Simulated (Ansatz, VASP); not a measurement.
## TlBr in VASP and in Ansatz

The input INCAR:

```
PREC = Accurate
ENCUT = 500
EDIFF = 1E-6
ISMEAR = -1
SIGMA = 0.08
LREAL = F
LASPH = T
NELM = 120
ALGO = Normal
ISIF = 2
LWAVE = F
LCHARG = F
GGA = PE
NBANDS = 17
GGA_COMPAT = F
```

KPOINTS

```
Automatic mesh
0
Gamma
  12 12 12
```

File POSCAR:

```
TlBr
1.0
    3.2159416952      0.0000000000      0.0000000000
    0.0000000000      3.2159416952      0.0000000000
    0.0000000000      0.0000000000      3.2159416952
Tl Br
1 1
Direct
    0.0000000000      0.0000000000      0.0000000000
    0.5000000000      0.5000000000      0.5000000000
```

Input for Ansatz:

```yaml
crystal:
  lattice:
    - [3.2159416952, 0.0, 0.0]
    - [0.0, 3.2159416952, 0.0]
    - [0.0, 0.0, 3.2159416952]
  atoms:
    - { symbol: Tl, position: [0.0, 0.0, 0.0] }
    - { symbol: Br, position: [0.5, 0.5, 0.5] }
kpoints:
  mp_grid: { grid: [12, 12, 12] }
scf:
  occupations: { method: fermi_dirac, width: 0.08 }
hamiltonian:
  xc: pbe
  pseudopotentials: { kind: all_electron, lapw: { basis_error: 0.001 } }
output:
  forces: true
  stress: true
  eigenvalues: true
  populations: true
```

Change from the starting cell: volume scaled by 0.5, LAPW.

Alike in both runs: task single point; functional PBE; k mesh 12 × 12 × 12; occupations fermi-dirac, width 0.08 eV; no spin polarisation.

|  | VASP | Ansatz |
| --- | --- | --- |
| version | VASP 6.6.1 | Ansatz 0.2.0 |
| potentials or method | VASP PAW PBE potentials, release 64 (Tl_d, Br), cutoff 500 eV | all-electron LAPW, scalar-relativistic |

```csv
,VASP,Ansatz,Ansatz less VASP
pressure (GPa),76.5,76.4,-0.10
```

Both programs put the cell under a high pressure, so it lies far from rest at this level. Ansatz ran all-electron here, and VASP with PAW potentials.

Spin-orbit coupling is off throughout. Noted on VASP's run: the cell as given lies far from equilibrium.
